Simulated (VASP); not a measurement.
La5O, 6 atoms in the cell. It takes space group P6/mmm (No. 191, hexagonal). Conventional cell: a = 5.389 Å, b = 5.389 Å, c = 6.505 Å, α = 90.00°, β = 90.00°, γ = 120.00°. Within 4.3 Å of La (site symmetry 6/mmm) lie 2 O at 3.25 Å and 12 La at 3.57 Å. Within 4.0 Å of La (site symmetry 3m) lie 8 La at 3.00 to 3.57 Å and 3 O at 3.45 Å. Within 4.3 Å of O (site symmetry 6/mmm) lie 14 La at 3.25 to 3.45 Å. The cell was generated, and may not be a known phase.

* Program: VASP 6.6.1
* Task: single point
* Functional: PBE
* Potentials or basis: VASP PAW PBE potentials, release 64 (La, O)
* Cutoff: 520 eV
* k mesh: 6 × 6 × 2
* Occupations: gaussian, width 0.1 eV
* Spin: no spin polarisation
* Dipole correction: no
* Further INCAR settings: ALGO = Normal; EDIFF = 1e-06; NBANDS = 40

Potentials or basis: VASP PAW PBE potentials, release 64 (La, O).

Run with:

```console
$ cat potpaw_PBE.64/La/POTCAR potpaw_PBE.64/O/POTCAR > POTCAR
$ mpirun -np 1 vasp_std > vasp.out
```

Hardware: 1 thread of Intel(R) Xeon(R) Platinum 8259CL CPU @ 2.50GHz (Skylake/Cascade Lake) (shared host).

Task: Estimate the wall time of this run.

Result: It took 3.4 min on 1 thread of Intel(R) Xeon(R) Platinum 8259CL CPU @ 2.50GHz (Skylake/Cascade Lake), on a shared host, peak memory 0.29 GiB. Counts: scf iterations 17, k points 14.
